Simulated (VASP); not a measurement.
**Sr: single point with LDA**

The system is Sr.

```
Sr
1.0
     0.00000    2.78180    2.78180
     2.78180    0.00000    2.78180
     2.78180    2.78180    0.00000
Sr
1
Direct
  0.00000 0.00000 0.00000
```

```
Program             : VASP 6.6.1
Task                : single point
Functional          : LDA
Potentials or basis : VASP PAW LDA potentials, release 64 (Sr_sv)
Cutoff              : 520 eV
k mesh              : 15 × 15 × 15
Occupations         : fermi-dirac, width 0.1 eV
Spin                : no spin polarisation
```

The pressure is 2.1 GPa.

Levels at points of the mesh, in eV from the Fermi level:
| k point | band 3 | band 4 | band 5 | band 6 | band 7 | band 8 |
| --- | --- | --- | --- | --- | --- | --- |
| (0.00, 0.00, 0.00) | -17.90 | -17.90 | -3.99 | 2.51 | 2.51 | 2.51 |

It took 44 s on 1 thread of Intel(R) Xeon(R) Platinum 8488C (Sapphire Rapids), on a shared host, peak memory 0.18 GiB.
